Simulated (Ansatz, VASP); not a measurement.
# B4As3N: VASP beside Ansatz

File POSCAR:

```
B4As3N
1.0
   -2.2610268787      2.2610268787      4.4492876299
    2.2610268787     -2.2610268787      4.4492876299
    2.2610268787      2.2610268787     -4.4492876299
N B As
1 4 3
Direct
    0.0000000000      0.0000000000      0.0000000000
    0.6857709925      0.6857709925      0.5939923286
    0.9082213362      0.3142290075      0.0000000000
    0.0917786638      0.0917786638      0.4060076714
    0.3142290075      0.9082213362      0.0000000000
    0.2500000000      0.7500000000      0.5000000000
    0.5000000000      0.5000000000      0.0000000000
    0.7500000000      0.2500000000      0.5000000000
```

INCAR.step1

```
ALGO     = Normal         # electronic algorithm
EDIFF    = 1E-5           # SCF threshold, eV
ENCUT    = 520            # plane-wave cutoff, eV
GGA      = PE             # functional
ISIF     = 2              # what is computed and relaxed
ISMEAR   = 0              # smearing method
LASPH    = True           # aspherical terms in the spheres
LCHARG   = False          # write CHGCAR
LREAL    = False          # projectors in reciprocal space
LWAVE    = True           # write WAVECAR
NBANDS   = 26             # bands
NELM     = 80             # most SCF steps
PREC     = Accurate       # precision mode
SIGMA    = 0.01           # smearing width, eV
```

INCAR.step2

```
ALGO     = Normal         # electronic algorithm
EDIFF    = 1E-6           # SCF threshold, eV
ENCUT    = 520            # plane-wave cutoff, eV
GGA      = PE             # functional
HFSCREEN = 0.2079         # screening, 1/A
ISIF     = 2              # what is computed and relaxed
ISMEAR   = 0              # smearing method
ISTART   = 1            
LASPH    = True           # aspherical terms in the spheres
LCHARG   = False          # write CHGCAR
LHFCALC  = True           # exact exchange
LREAL    = False          # projectors in reciprocal space
LWAVE    = False          # write WAVECAR
NBANDS   = 26             # bands
NELM     = 80             # most SCF steps
PREC     = Accurate       # precision mode
PRECFOCK = Fast         
SIGMA    = 0.01           # smearing width, eV
```

File KPOINTS:

```
k-points
0
Gamma
  4 4 4
```

Input for Ansatz:

```yaml
crystal:
  lattice:
    - [-2.2610268787, 2.2610268787, 4.4492876299]
    - [2.2610268787, -2.2610268787, 4.4492876299]
    - [2.2610268787, 2.2610268787, -4.4492876299]
  atoms:
    - { symbol: "N", position: [0.0, 0.0, 0.0] }
    - { symbol: B, position: [0.6857709925, 0.6857709925, 0.5939923286] }
    - { symbol: As, position: [0.25, 0.75, 0.5] }
    - { symbol: B, position: [0.9082213362, 0.3142290075, 0.0] }
    - { symbol: As, position: [0.5, 0.5, 0.0] }
    - { symbol: B, position: [0.0917786638, 0.0917786638, 0.4060076714] }
    - { symbol: As, position: [0.75, 0.25, 0.5] }
    - { symbol: B, position: [0.3142290075, 0.9082213362, 0.0] }
kpoints:
  mp_grid: { grid: [4, 4, 4] }
  band_path:
    path:
      - [0.0, 0.0, 0.0]
      - [0.0, 0.0, 0.5]
      - [0.25, 0.25, 0.25]
      - [0.0, 0.5, 0.0]
      - [0.5, 0.5, -0.5]
      - [0.3145610366, 0.6854389634, -0.3145610366]
      - [-0.3145610366, 0.3145610366, 0.3145610366]
      - [-0.1291220732, 0.1291220732, 0.5]
      - [0.5, 0.5, -0.1291220732]
      - [-0.046875, -0.046875, 0.046875]
    npoints: 1
hamiltonian:
  xc: hse06
scf:
  occupations: { method: fixed }
  n_extra_bands: 6
output:
  forces: true
  stress: true
  eigenvalues: true
```

Alike in both runs: task single point; functional HSE06; k mesh 4 × 4 × 4; no spin polarisation.

|  | VASP | Ansatz |
| --- | --- | --- |
| version | VASP 6.6.1 | Ansatz 0.2.0 |
| potentials or method | VASP PAW PBE potentials, release 64 (N, B, As) | plane waves, PAW |
| plane-wave cutoff (eV) | 520 | 420 |
| occupations | gaussian, width 0.01 eV | fixed |
| valence electrons in the cell | 32 | 62 |

```csv
,VASP,Ansatz,Ansatz less VASP
gap on the k mesh at the Fermi level (eV),2.03,2.03,-0.001
pressure (GPa),-2.0,-2.0,+0.05
rms of the force components (eV/Å),0.063,0.067,+0.0035
```

VASP's potentials hold 32 valence electrons a cell and Ansatz's 62, so a difference there can come from the potentials and not from the codes. Ansatz's warnings: stress exchange threshold loose, stress scf threshold loose.

The k mesh is coarse, so the values compare programs but aren't converged.
